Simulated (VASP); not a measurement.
Input of a VASP 6.6.1 run:

INCAR

```
PREC = Accurate ; ENCUT = 520
EDIFF = 1E-6 ; ISMEAR = 0
SIGMA = 0.01 ; LREAL = Auto
LASPH = True ; NELM = 150
ALGO = Normal ; ISIF = 2
LWAVE = False ; LCHARG = False
ISPIN = 2 ; MAGMOM = 0.25 0 0 0 0.25 0.25 0 0.25 0 0 0 0 0 0 0
LORBIT = 11 ; GGA = PE
IBRION = 2 ; NSW = 65
EDIFFG = -0.025 ; NELECT = 59.0
```

The input KPOINTS:

```
regular mesh
0
Gamma
  1 1 1
```

The input POSCAR:

```
Si8C7
1.0
    0.0000000000      0.0000000000      5.0742922929
   -3.0919365161      5.3553911397      0.0000000000
   -3.0919365161     -5.3553911397      0.0000000000
Si C
8 7
Direct
    0.5138103128      0.1666666667      0.3333333333
    0.4870931899      0.6683139080      0.3366278159
    0.4870931899      0.1633721841      0.8316860920
    0.4870931899      0.6683139080      0.8316860920
    1.0141019271      0.7879628271      0.1439814136
    1.0141019271      0.3560185864      0.1439814136
    0.9892174585      0.8333333333      0.6666666667
    1.0141019271      0.3560185864      0.7120371729
    0.8681386003      0.6711529813      0.3423059625
    0.8681386003      0.1576940375      0.8288470187
    0.8681386003      0.6711529813      0.8288470187
    0.3845155853      0.8349838064      0.1674919032
    0.3845155853      0.3325080968      0.1674919032
    0.3600060280      0.8333333333      0.6666666667
    0.3845155853      0.3325080968      0.6650161936
```

Potentials or basis: VASP PAW PBE potentials, release 64 (Si, C).

Command:

```console
$ cat potpaw_PBE.64/Si/POTCAR potpaw_PBE.64/C/POTCAR > POTCAR
$ mpirun -np 1 vasp_gam > vasp.out
```

Question: What does it give for the net moment?

Answer: 1.00 μB per cell.

Question: Estimate the site moments.

Answer: Si +0.12, -0.00, +0.01; C +0.04, +0.02, +0.06 μB.

Question: Predict the energy gained by relaxing.

Answer: 32.7 meV/atom.

Forces in eV/Å, atoms in the order of the input:
```
Si   0.000  0.000 -0.002
Si   0.013  0.008  0.003
Si  -0.013  0.008  0.003
Si   0.000 -0.015  0.003
Si  -0.003  0.002  0.002
Si   0.000 -0.004  0.002
Si   0.000  0.000 -0.011
Si   0.003  0.002  0.002
C   -0.014 -0.008  0.003
C    0.014 -0.008  0.003
C    0.000  0.016  0.003
C    0.000  0.000 -0.002
C    0.000  0.000 -0.002
C    0.000  0.000 -0.005
C    0.000  0.000 -0.002
```

Caveat: the k points lie up to 1.24 Å⁻¹ apart; the cell carries a net charge on a neutralising background, which shifts energy and pressure.
